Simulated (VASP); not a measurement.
Input of a VASP 6.6.1 run:

File INCAR:

```
PREC     = Accurate       # precision mode
ENCUT    = 520            # plane-wave cutoff, eV
EDIFF    = 1E-6           # SCF threshold, eV
ISMEAR   = 0              # smearing method
SIGMA    = 0.05           # smearing width, eV
LREAL    = F              # projectors in reciprocal space
LASPH    = T              # aspherical terms in the spheres
NELM     = 80             # most SCF steps
ALGO     = Normal         # electronic algorithm
ISIF     = 2              # what is computed and relaxed
LWAVE    = F              # write WAVECAR
LCHARG   = T              # write CHGCAR
GGA      = PE             # functional
LELF     = T              # ELF
LVHAR    = T            
NBANDS   = 35             # bands
```

File KPOINTS:

```
regular mesh
0
Gamma
  12 12 2
```

File POSCAR:

```
MoS2
1.0
    3.3289334594      0.0000000000      0.0000000000
   -1.6644667297      2.6346493789      0.0000000000
    0.0000000000      0.0000000000     14.5104515858
Mo S
2 4
Direct
    0.3333333333      0.6666666667      0.2500000000
    0.6666666667      0.3333333333      0.7500000000
    0.3333333333      0.6666666667      0.6423151295
    0.6666666667      0.3333333333      0.1423151295
    0.3333333333      0.6666666667      0.8576848705
    0.6666666667      0.3333333333      0.3576848705
```

Potentials or basis: VASP PAW PBE potentials, release 64 (Mo_sv, S).

Command:

```sh
$ cat potpaw_PBE.64/Mo_sv/POTCAR potpaw_PBE.64/S/POTCAR > POTCAR
$ mpirun -np 1 vasp_std > vasp.out
```

Q: What does it give for the band gap on the k mesh?

A: 1.47 eV (least direct gap 1.65 eV).

Q: Estimate the pressure.

A: 0.6 GPa.

Q: Predict the largest force.

A: 0.663 eV/Å.

Forces on the atoms (eV/Å):
```
Mo   0.000 -0.663  0.000
Mo   0.000  0.663  0.000
S    0.000 -0.332  0.002
S    0.000  0.332  0.002
S    0.000 -0.332 -0.002
S    0.000  0.332 -0.002
```

Caveat: the cell differs from its parent crystal (strain +0.0450 x Voigt [1, -1, 0, 0, 0, 0]); this functional lacks dispersion, which binds the layers, so the pressure and a relaxed spacing across them are unreliable. A k mesh can miss the band edges.
